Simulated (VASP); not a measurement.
Here is a VASP 6.6.1 calculation.

The input INCAR:

```
SYSTEM = GeS
PREC = Accurate
ENCUT = 500
EDIFF = 1E-6
ISMEAR = -1
SIGMA = 0.02
LREAL = .FALSE.
LASPH = .TRUE.
NELM = 120
ALGO = Normal
ISIF = 2
LWAVE = .FALSE.
LCHARG = .FALSE.
GGA = PE
NBANDS = 50
GGA_COMPAT = .FALSE.
```

The input KPOINTS:

```
regular mesh
0
G
  5 12 10
  0 0 0
```

Contents of POSCAR:

```
GeS
1.0
   10.5393397691      0.0000000000      0.0000000000
    0.0000000000      3.6651132855      0.0000000000
    0.0000000000      0.0000000000      4.3254577830
Ge S
4 4
Direct
    0.6218793874      0.2500000000      0.3683632989
    0.8781206126      0.7500000000      0.8683632989
    0.1218793874      0.2500000000      0.1316367011
    0.3781206126      0.7500000000      0.6316367011
    0.8499432667      0.2500000000      0.4965356274
    0.6500567333      0.7500000000     -0.0034643726
    0.3499432667      0.2500000000      1.0034643726
    0.1500567333      0.7500000000      0.5034643726
```

Potentials or basis: VASP PAW PBE potentials, release 64 (Ge_d, S).

Run with:

```bash
$ cat potpaw_PBE.64/Ge_d/POTCAR potpaw_PBE.64/S/POTCAR > POTCAR
$ mpirun -np 1 vasp_std > vasp.out
```

Q: What does it give for the largest force?

A: 0.018 eV/Å.

Q: Estimate the pressure.

A: 1.0 GPa.

Q: Estimate the band gap on the k mesh.

A: 1.14 eV (least direct gap 1.20 eV).

Stress tensor (GPa, compression positive):
```
0.87 0.00 0.00
0.00 1.10 0.00
0.00 0.00 1.06
```

A k mesh can miss the band edges.
